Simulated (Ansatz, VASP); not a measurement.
## MgC2 in VASP and in Ansatz

```
Mg C
1.0
     3.08645    0.00000    0.00000
    -1.54322    2.67294    0.00000
     0.00000    0.00000    5.58527
Mg C
1 2
Cartesian
  0.0000 0.0000 2.7926
  0.0000 0.0000 0.9245
  0.0000 0.0000 4.6607
```

Alike in both runs: task single point; functional PBE; k mesh 6 × 6 × 4; occupations gaussian, width 0.1 eV; collinear spin.

```csv
,VASP,Ansatz
version,VASP 6.6.1,Ansatz 0.2.0
potentials or method,"VASP PAW PBE potentials, release 64 (Mg_sv, C), cutoff 840 eV","scalar-relativistic, plane waves, PAW"
valence electrons in the cell,18,18
```

|  | VASP | Ansatz | Ansatz less VASP |
| --- | --- | --- | --- |
| gap on the k mesh at the Fermi level (eV) | none | none | - |
| pressure (GPa) | -3.6 | -3.5 | +0.09 |
| traceless stress, the component that is largest in VASP (GPa) | 1.94 | 1.64 | -0.291 |
| rms of the force components (eV/Å) | 3.895 | 3.882 | -0.0137 |
| net moment per atom (μB) | 0.00 | 0.00 | 0.000 |

Atom by atom the forces differ by 0.014 eV/Å (rms over components). A gap of «none» marks a metal or a gap that the smearing closes. With one functional, cell and mesh, what is left measures potentials, basis and numerics. Ansatz's warnings: seeded moment not kept.

The k mesh is coarse, so the values compare programs but aren't converged.
